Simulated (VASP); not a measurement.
## Na3Sb2: single point with PBE

Crystal: Na3Sb2.

```xyz
10
Lattice="4.5541 2.6293 4.2951 -4.5541 2.6293 4.2951 0.0000 -5.2586 4.2951" Properties=species:S:1:pos:R:3 pbc="T T T"
Na   -1.6212   -2.6293    5.3689
Na    3.0877   -0.0894    5.3689
Na   -1.4664    2.7187    5.3689
Na    1.6212    2.6293    7.5164
Na   -3.0877    0.0894    7.5164
Na    1.4664   -2.7187    7.5164
Sb    0.0000    0.0000   11.1186
Sb    0.0000    0.0000    8.2093
Sb    0.0000    0.0000    1.7667
Sb    0.0000    0.0000    4.6759
```

| Quantity | Value |
| --- | --- |
| Program | VASP 6.6.1 |
| Task | single point |
| Functional | PBE |
| Potentials or basis | VASP PAW PBE potentials, release 64 (Na_pv, Sb) |
| Cutoff | 520 eV |
| k mesh | 3 × 3 × 3 |
| Occupations | gaussian, width 0.1 eV |
| Spin | no spin polarisation |
| Dipole correction | no |
| Further INCAR settings | ALGO = Normal; EDIFF = 1e-06; NBANDS = 42 |

```json
{
  "Pressure": "0.2 GPa",
  "Largest force": "0.025 eV/Å",
  "Band gap on the k mesh": "zero (band 31 reaches 2.71 eV, above the bottom of band 32 at 2.30 eV)"
}
```

Forces in eV/Å, atoms in the order of the input:
```
Na   0.007  0.000  0.000
Na  -0.004  0.006  0.000
Na  -0.004 -0.006  0.000
Na  -0.007  0.000  0.000
Na   0.004 -0.006  0.000
Na   0.004  0.006  0.000
Sb   0.000  0.000  0.025
Sb   0.000  0.000 -0.025
Sb   0.000  0.000 -0.025
Sb   0.000  0.000  0.025
```

Stress tensor (GPa, compression positive):
```
0.23 0.00 0.00
0.00 0.23 0.00
0.00 0.00 0.04
```

Levels at points of the mesh, in eV from the Fermi level:
```csv
k point,band 28,band 29,band 30,band 31,band 32,band 33,band 34,band 35
"(0.00, 0.00, 0.00)",-1.31,-1.31,-0.56,-0.24,-0.24,0.77,0.88,2.85
```

It took 50 s on 1 thread of Intel(R) Xeon(R) Platinum 8488C (Sapphire Rapids), with other jobs on the host, peak memory 0.36 GiB.

Caveat: spin-orbit coupling is left out, which moves the levels of the heavy elements.
